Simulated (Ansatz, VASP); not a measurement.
# Two plane-wave programs on WS2

Contents of INCAR:

```
ALGO = Normal
DIPOL = 0.5 0.5 0.402
EDIFF = 1E-7
ENCUT = 520
GGA = PE
IDIPOL = 3
ISIF = 2
ISMEAR = 0
IVDW = 12
LASPH = T
LCHARG = F
LDIPOL = T
LREAL = F
LWAVE = F
NBANDS = 35
NELM = 80
PREC = Accurate
SIGMA = 0.05
```

KPOINTS

```
k-points
0
Gamma
  9 9 1
```

File POSCAR:

```
WS2
1.0
    3.1595457497      0.0000000000      0.0000000000
   -1.5797728749      2.7362468836      0.0000000000
    0.0000000000      0.0000000000     23.8042575719
S W
4 2
Direct
    0.3333333333      0.6666666667      0.1890418126
    0.3333333333      0.6666666667      0.3214605103
    0.3333333333      0.8333333333      0.4827761904
    0.3333333333      0.8333333333      0.6151948880
    0.6666666667      0.3333333333      0.2552511581
    0.0000000000      1.1666666667      0.5489855359
```

Input for Ansatz:

```yaml
crystal:
  lattice:
    - [3.1595457497, 0.0, 0.0]
    - [-1.5797728749, 2.7362468836, 0.0]
    - [0.0, 0.0, 23.8042575719]
  atoms:
    - { symbol: S, position: [0.3333333333, 0.6666666667, 0.1890418126] }
    - { symbol: W, position: [0.6666666667, 0.3333333333, 0.2552511581] }
    - { symbol: S, position: [0.3333333333, 0.6666666667, 0.3214605103] }
    - { symbol: S, position: [0.3333333333, 0.8333333333, 0.4827761904] }
    - { symbol: W, position: [0.0, 1.1666666667, 0.5489855359] }
    - { symbol: S, position: [0.3333333333, 0.8333333333, 0.615194888] }
basis:
  ecutwfc: 420
kpoints:
  mp_grid: { grid: [9, 9, 1] }
hamiltonian:
  xc: pbe
  pseudopotentials: { kind: paw, azcp: { folder: soft_1 } }
  dispersion: d3bj
scf:
  occupations: { method: gaussian, width: 0.05 }
output:
  forces: true
  eigenvalues: true
  write_density: true
  write_potential: true
  elf: true
  volumetric_format: npy
efield:
  axis: 3
  dipole_correction: true
  ramp_width: 0.04
```

Alike in both runs: task single point; functional PBE; dispersion D3(BJ); k mesh 9 × 9 × 1; occupations gaussian, width 0.05 eV; no spin polarisation.

|  | VASP | Ansatz |
| --- | --- | --- |
| version | VASP 6.6.1 | Ansatz 0.2.0 |
| potentials or method | VASP PAW PBE potentials, release 64 (S, W_sv), cutoff 520 eV | scalar-relativistic, plane waves, PAW |
| valence electrons in the cell | 52 | 52 |

Ansatz gave:

```
gap on the k mesh at the Fermi level (eV) : 1.84
least direct gap on the mesh (eV)         : 1.92
rms of the force components (eV/Å)        : 0.020
```

**Question.** Which values does VASP return?

**Answer.** gap on the k mesh at the Fermi level (eV): 1.86; least direct gap on the mesh (eV): 1.92; rms of the force components (eV/Å): 0.021.

Neither program's run includes spin-orbit coupling.
